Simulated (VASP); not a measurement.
# Sb (Fm-3m) in VASP: notebook, part 2 of 2

VASP 6.6.1. Earlier steps stand in the parts before.

## Step 4: Relaxation of cell and atoms, PBEsol, target pressure 5 GPa, at which the enthalpy is minimised

This run uses another cell than the first one, of 26.67 Å³/atom, 1.020 times its volume.

Contents of INCAR:

```
SYSTEM = Sb
PREC = Accurate
ENCUT = 600
EDIFF = 1E-7
ISMEAR = -1
SIGMA = 0.05
LREAL = .False.
LASPH = .True.
NELM = 60
ALGO = Normal
ISIF = 3
LWAVE = .False.
LCHARG = .False.
GGA = PS
IBRION = 2
NSW = 80
EDIFFG = -0.01
PSTRESS = 50.0
```

Contents of KPOINTS:

```
regular mesh
0
Gamma
  10 10 10
  0 0 0
```

Contents of POSCAR:

```
Sb
1.0
    0.0000000000      2.3712425216      2.3712425216
    2.3712425216      0.0000000000      2.3712425216
    2.3712425216      2.3712425216      0.0000000000
Sb
1
Direct
    0.0000000000      0.0000000000      0.0000000000
```

Potentials or basis: VASP PAW PBE potentials, release 64 (Sb).

Started as:

```
cat potpaw_PBE.64/Sb/POTCAR > POTCAR
mpirun -np 1 vasp_std > vasp.out
```

OUTCAR:

```text
SYSTEM = Sb
   PREC = Accurate
   ENCUT = 600
   EDIFF = 1E-7
   ISMEAR = -1
   LREAL = .False.
   LASPH = .True.
   NELM = 60
   ISIF = 3
   GGA = PS
   IBRION = 2
   NSW = 80
   EDIFFG = -0.01
   PSTRESS = 50.0

 ion  position               nearest neighbor table
   1  0.000  0.000  0.000-

  LATTYP: Found a face centered cubic cell.
 ALAT       =     4.7424850432

  Lattice vectors:

 A1 = (   0.0000000000,   2.3712425216,   2.3712425216)
 A2 = (   2.3712425216,   0.0000000000,   2.3712425216)
 A3 = (   2.3712425216,   2.3712425216,   0.0000000000)

Analysis of symmetry for initial positions (statically):
=====================================================================
 Subroutine PRICEL returns:
 Original cell was already a primitive cell.

 Routine SETGRP: Setting up the symmetry group for a
 face centered cubic supercell.

 Subroutine GETGRP returns: Found 48 space group operations
[... 9 lines left out ...]

 Routine SETGRP: Setting up the symmetry group for a
 face centered cubic supercell.

 Subroutine GETGRP returns: Found 48 space group operations
[... 146 lines left out ...]
  ---------------------------------------------------
  free energy    TOTEN  =        -4.29713780 eV

  energy without entropy =       -4.29044225  energy(sigma->0) =       -4.29379002

------------------------ aborting loop because EDIFF is reached ----------------------------------------

  FORCE on cell =-STRESS in cart. coord.  units (eV):
  Direction    XX          YY          ZZ          XY          YZ          ZX
  --------------------------------------------------------------------------------------
  -------------------------------------------------------------------------------------
  Total       -0.2056596     -0.2056596     -0.2056596      0.0000000     -0.0000000     -0.0000000
  in kB      -12.3566782    -12.3566782    -12.3566782      0.0000000     -0.0000000     -0.0000000
  external PRESSURE =     -62.3566782 kB  Pullay stress =      50.0000000 kB
[... 24 lines left out ...]
--------------------------------------- Ionic step        2  -------------------------------------------

 number of electron       5.0000000 magnetization

 E-fermi :  10.6280     XC(G=0): -11.0590

 val. band max:       10.6071759859   @ k =  -0.2000   0.1000   0.0000
 cond. band min:      10.6882556700   @ k =   0.3000   0.3000   0.0000
 fundamental gap:      0.0810796841
 Fermi energy:        10.6280259408

 k-point     1 :       0.0000    0.0000    0.0000
  band No.  band energies     occupation
      1      -3.6746      2.00000
      2      17.2757      0.00000
      3      17.2757      0.00000
      4      17.2757      0.00000
      5      20.8714      0.00000
      6      21.2345      0.00000
[... 354 lines left out ...]
--------------------------------------- Ionic step        6  -------------------------------------------

 number of electron       5.0000000 magnetization

 Free energy of the ion-electron system (eV)
  ---------------------------------------------------
  ext. energy  EPLUGINS =         0.00000000
  ---------------------------------------------------
  free energy    TOTEN  =        -4.27496869 eV

  energy without entropy =       -4.26919609  energy(sigma->0) =       -4.27208239

 E-fermi :   9.6429     XC(G=0): -10.7561

 val. band max:        9.6285519796   @ k =  -0.2000   0.2000   0.0000
 cond. band min:       9.6438542719   @ k =   0.5000   0.4000   0.1000
 fundamental gap:      0.0153022922
 Fermi energy:         9.6428665600

 k-point     1 :       0.0000    0.0000    0.0000
  band No.  band energies     occupation
      1      -4.0518      2.00000
      2      15.7318      0.00000
      3      15.7318      0.00000
      4      15.7318      0.00000
      5      19.9182      0.00000
      6      20.0007      0.00000
[... 239 lines left out ...]
  energy  without entropy=       -4.2691960902  energy(sigma->0) =       -4.27208239

  enthalpy is  TOTEN    =        -3.5116937224 eV   P V=        0.7632749720

 reached required accuracy - stopping structural energy minimisation
```

OSZICAR:

```text
N       E                     dE             d eps       ncg     rms          rms(c)
DAV:   1     0.913959580789E+01    0.91396E+01   -0.18237E+03   564   0.621E+02
DAV:   2    -0.414303648247E+01   -0.13283E+02   -0.12917E+02   846   0.805E+01
DAV:   3    -0.430412819785E+01   -0.16109E+00   -0.16012E+00   678   0.101E+01
DAV:   4    -0.430476721263E+01   -0.63901E-03   -0.63893E-03   750   0.816E-01
[... 36 lines left out ...]
       N       E                     dE             d eps       ncg     rms          rms(c)
DAV:   1    -0.427497220900E+01    0.62895E-03   -0.13126E-04   612   0.681E-02    0.962E-03
DAV:   2    -0.427496978662E+01    0.24224E-05   -0.20465E-06   576   0.123E-02    0.538E-03
DAV:   3    -0.427496870902E+01    0.10776E-05   -0.25354E-06   594   0.944E-03    0.161E-03
DAV:   4    -0.427496869440E+01    0.14629E-07   -0.13907E-08   336   0.129E-03
   6 F= -.35116937E+01 E0= -.35088074E+01  d E =-.583267E-05
```

Wall time 26 s (1 thread of Intel Xeon 6975P-C, shared host); peak memory 0.16 GiB.

Results:

```yaml
Free_energy: -4.2750 eV
Relaxed_volume: 24.46 Å³/atom
Relaxed_cell: a = 3.258 Å, b = 3.258 Å, c = 3.258 Å, α = 60.00°, β = 60.00°, γ = 60.00°
Space_group_after_relaxing_to_0.05_Å: Fm-3m (No. 225)
Energy_change_on_relaxing_the_enthalpy_is_what_falls: +22.2 meV/atom
Ionic_steps: 6
Pressure_after_relaxing: 5.0 GPa
```

Step by step:
```csv
step,energy change (eV),largest force (eV/Å),pressure (GPa),volume (Å³)
1,0.0000,0.0000,-1.24,26.67
2,0.1050,0.0000,11.95,22.86
3,0.0215,0.0000,4.93,24.48
4,0.0229,0.0000,5.09,24.44
5,0.0215,0.0000,4.93,24.48
6,0.0222,0.0000,5.01,24.46
```

Final structure:
```xyz
1
Lattice="0.0000 2.3039 2.3039 2.3039 0.0000 2.3039 2.3039 2.3039 0.0000" Properties=species:S:1:pos:R:3 pbc="T T T"
Sb    2.3039    2.3039    0.0000
```

Levels at points of the mesh, in eV from the Fermi level:
```tsv
k point	band 1	band 2	band 3	band 4	band 5	band 6
(0.00, 0.00, 0.00)	-13.69	6.09	6.09	6.09	10.28	10.36
(0.50, 0.00, 0.00)	-9.38	-6.43	4.15	4.15	8.88	9.42
(0.50, 0.50, 0.00)	-7.47	-5.43	0.43	0.43	4.27	4.62
```

Caveat: the cell is relaxed towards a set pressure, so the enthalpy falls and the energy may rise; the PAW data sets were made with another functional, which shifts forces and pressure a little; spin-orbit coupling is left out, which moves the levels of the heavy elements.

## Step 5: Relaxation of cell and atoms, PBEsol, target pressure 10 GPa, at which the enthalpy is minimised

This run uses another cell than the first one, of 26.67 Å³/atom, 1.020 times its volume.

Contents of INCAR:

```
SYSTEM = Sb
PREC     = Accurate       ! precision mode
ENCUT    = 600            ! plane-wave cutoff, eV
EDIFF    = 1E-6           ! SCF threshold, eV
ISMEAR   = -1             ! smearing method
SIGMA    = 0.05           ! smearing width, eV
LREAL    = .FALSE.        ! projectors in reciprocal space
LASPH    = .TRUE.         ! aspherical terms in the spheres
NELM     = 60             ! most SCF steps
ALGO     = Normal         ! electronic algorithm
ISIF     = 3              ! what is computed and relaxed
LWAVE    = .FALSE.        ! write WAVECAR
LCHARG   = .FALSE.        ! write CHGCAR
GGA      = PS             ! functional
IBRION   = 2              ! ionic algorithm
NSW      = 80             ! ionic steps
EDIFFG   = -0.01          ! ionic threshold
PSTRESS  = 100.0
```

Contents of KPOINTS:

```
regular mesh
0
G
  10 10 10
  0 0 0
```

POSCAR is that of step 4.

Started as:

```
cat potpaw_PBE.64/Sb/POTCAR > POTCAR
mpirun -np 1 vasp_std > vasp.out
```

It took 26 s on 1 thread of Intel Xeon 6975P-C, shared host; peak memory 0.16 GiB.

The run converged. Its results:

```
Free energy                                            : -4.2194 eV
Relaxed volume                                         : 23.26 Å³/atom
Relaxed cell                                           : a = 3.204 Å, b = 3.204 Å, c = 3.204 Å, α = 60.00°, β = 60.00°, γ = 60.00°
Space group after relaxing (to 0.05 Å)                 : Fm-3m (No. 225)
Energy change on relaxing (the enthalpy is what falls) : +77.7 meV/atom
Ionic steps                                            : 7
Pressure after relaxing                                : 10.0 GPa
```

The path:
| step | energy change (eV) | largest force (eV/Å) | pressure (GPa) | volume (Å³) |
| --- | --- | --- | --- | --- |
| 1 | 0.0000 | 0.0000 | -1.24 | 26.67 |
| 2 | 0.4728 | 0.0000 | 32.87 | 20.08 |
| 3 | 0.0721 | 0.0000 | 9.57 | 23.35 |
| 4 | 0.0765 | 0.0000 | 9.90 | 23.28 |
| 5 | 0.0806 | 0.0000 | 10.21 | 23.21 |
| 6 | 0.0749 | 0.0000 | 9.79 | 23.30 |
| 7 | 0.0777 | 0.0000 | 10.00 | 23.26 |

Final structure:
```
Sb
1.0
     0.00000    2.26553    2.26553
     2.26553    0.00000    2.26553
     2.26553    2.26553    0.00000
Sb
1
Direct
  0.00000 0.00000 0.00000
```

Levels at points of the mesh, in eV from the Fermi level:
```csv
k point,band 1,band 2,band 3,band 4,band 5
"(0.00, 0.00, 0.00)",-14.14,6.51,6.51,6.51,10.26
"(0.50, 0.00, 0.00)",-9.51,-6.78,4.42,4.42,9.26
"(0.50, 0.50, 0.00)",-7.44,-5.72,0.44,0.44,4.36
```

Caveat: the cell is relaxed towards a set pressure, so the enthalpy falls and the energy may rise; the PAW data sets were made with another functional, which shifts forces and pressure a little; spin-orbit coupling is left out, which moves the levels of the heavy elements.

## Step 6: Relaxation of cell and atoms, PBEsol, target pressure 20 GPa, at which the enthalpy is minimised

This run uses another cell than the first one, of 26.67 Å³/atom, 1.020 times its volume.

Contents of INCAR:

```
SYSTEM = Sb
  PREC = Accurate
  ENCUT = 600
  EDIFF = 1E-7
  ISMEAR = -1
  SIGMA = 0.05
  LREAL = .False.
  LASPH = .True.
  NELM = 60
  ALGO = Normal
  ISIF = 3
  LWAVE = .False.
  LCHARG = .False.
  GGA = PS
  IBRION = 2
  NSW = 80
  EDIFFG = -0.01
  PSTRESS = 200.0
```

Contents of KPOINTS:

```
regular mesh
0
Gamma
  10 10 10
  0 0 0
```

POSCAR is that of step 5.

Potentials or basis: VASP PAW PBE potentials, release 64 (Sb).

Started as:

```
cat potpaw_PBE.64/Sb/POTCAR > POTCAR
mpirun -np 1 vasp_std > vasp.out
```

OUTCAR:

```text
SYSTEM = Sb
   PREC = Accurate
   ENCUT = 600
   EDIFF = 1E-7
   ISMEAR = -1
   LREAL = .False.
   LASPH = .True.
   NELM = 60
   ISIF = 3
   GGA = PS
   IBRION = 2
   NSW = 80
   EDIFFG = -0.01
   PSTRESS = 200.0

 ion  position               nearest neighbor table
   1  0.000  0.000  0.000-

  LATTYP: Found a face centered cubic cell.
 ALAT       =     4.7424850432

  Lattice vectors:

 A1 = (   0.0000000000,   2.3712425216,   2.3712425216)
 A2 = (   2.3712425216,   0.0000000000,   2.3712425216)
 A3 = (   2.3712425216,   2.3712425216,   0.0000000000)

Analysis of symmetry for initial positions (statically):
=====================================================================
 Subroutine PRICEL returns:
 Original cell was already a primitive cell.

 Routine SETGRP: Setting up the symmetry group for a
 face centered cubic supercell.

 Subroutine GETGRP returns: Found 48 space group operations
[... 164 lines left out ...]

 E-fermi :   8.4707     XC(G=0): -10.3767

 val. band max:        8.4199534764   @ k =  -0.4000   0.4000   0.1000
 cond. band min:       8.5132971383   @ k =  -0.2000   0.2000   0.0000
 fundamental gap:      0.0933436619
 Fermi energy:         8.4707466761

 k-point     1 :       0.0000    0.0000    0.0000
  band No.  band energies     occupation
      1      -4.5113      2.00000
      2      13.8894      0.00000
      3      13.8894      0.00000
      4      13.8894      0.00000
      5      18.5247      0.00000
      6      18.5247      0.00000
[... 354 lines left out ...]
--------------------------------------- Ionic step        5  -------------------------------------------

 number of electron       5.0000000 magnetization

 Free energy of the ion-electron system (eV)
  ---------------------------------------------------
  ext. energy  EPLUGINS =         0.00000000
  ---------------------------------------------------
  free energy    TOTEN  =        -4.06400879 eV

  energy without entropy =       -4.06097398  energy(sigma->0) =       -4.06249138

 E-fermi :  11.5496     XC(G=0): -11.3254

 val. band max:       11.4203064381   @ k =  -0.2000   0.2000   0.0000
 cond. band min:      11.5772890753   @ k =  -0.2000   0.1000   0.0000
 fundamental gap:      0.1569826372
 Fermi energy:        11.5495756049

 k-point     1 :       0.0000    0.0000    0.0000
  band No.  band energies     occupation
      1      -3.3324      2.00000
      2      18.6899      0.00000
      3      18.6899      0.00000
      4      18.6899      0.00000
      5      21.7301      0.00000
      6      22.3652      0.00000
[... 239 lines left out ...]
  energy  without entropy=       -4.0609739767  energy(sigma->0) =       -4.06249138

  enthalpy is  TOTEN    =        -1.3734241096 eV   P V=        2.6905846831

 reached required accuracy - stopping structural energy minimisation
```

Run time: 24 s. Hardware: 1 thread of Intel Xeon 6975P-C, shared host; peak memory 0.17 GiB.

What came out:

```
Free energy                                            : -4.0640 eV
Relaxed volume                                         : 21.55 Å³/atom
Relaxed cell                                           : a = 3.124 Å, b = 3.124 Å, c = 3.124 Å, α = 60.00°, β = 60.00°, γ = 60.00°
Space group after relaxing (to 0.05 Å)                 : Fm-3m (No. 225)
Energy change on relaxing (the enthalpy is what falls) : +233.1 meV/atom
Ionic steps                                            : 5
Pressure after relaxing                                : 20.0 GPa
```

The path:
```
step  energy change (eV)  largest force (eV/Å)  pressure (GPa)  volume (Å³)
   1              0.0000                0.0000           -1.24        26.67
   2              2.6625                0.0000          131.45        15.22
   3              0.1756                0.0000           16.57        22.06
   4              0.2117                0.0000           18.76        21.73
   5              0.2331                0.0000           20.02        21.55
```

Final structure:
```
Sb
1.0
     0.00000    2.20885    2.20885
     2.20885    0.00000    2.20885
     2.20885    2.20885    0.00000
Sb
1
Cartesian
  0.0000 0.0000 0.0000
```

Caveat: the cell is relaxed towards a set pressure, so the enthalpy falls and the energy may rise; the volume moved by over 15 % at a fixed basis, so the end points are rough; the PAW data sets were made with another functional, which shifts forces and pressure a little; spin-orbit coupling is left out, which moves the levels of the heavy elements.

## Step 7: Overview

```tsv
task	cell	cutoff (eV)	gap on the mesh (eV)	pressure (GPa)
single point	a = 3.332 Å, angles 60.0°, 1 atom	520	none	0.0
relaxation of cell and atoms	relaxed from a = 3.353 Å, angles 60.0°, 1 atom	600	none	0.0
relaxation of cell and atoms	relaxed to 5 GPa from a = 3.353 Å, angles 60.0°, 1 atom	600	none	5.0
relaxation of cell and atoms	relaxed to 10 GPa from a = 3.353 Å, angles 60.0°, 1 atom	600	none	10.0
relaxation of cell and atoms	relaxed to 20 GPa from a = 3.353 Å, angles 60.0°, 1 atom	600	none	20.0
```

Alike in all rows: level PBEsol; potentials or basis VASP PAW PBE potentials, release 64 (Sb); no spin polarisation; k mesh 10 × 10 × 10; smearing fermi-dirac 0.05 eV.

Caveats: the PAW data sets were made with another functional, which shifts forces and pressure a little; spin-orbit coupling is left out, which moves the levels of the heavy elements; the cell is relaxed towards a set pressure, so the enthalpy falls and the energy may rise (some runs); the volume moved by over 15 % at a fixed basis, so the end points are rough (some runs).

Absolute energies hang on the potentials; compare differences alone.
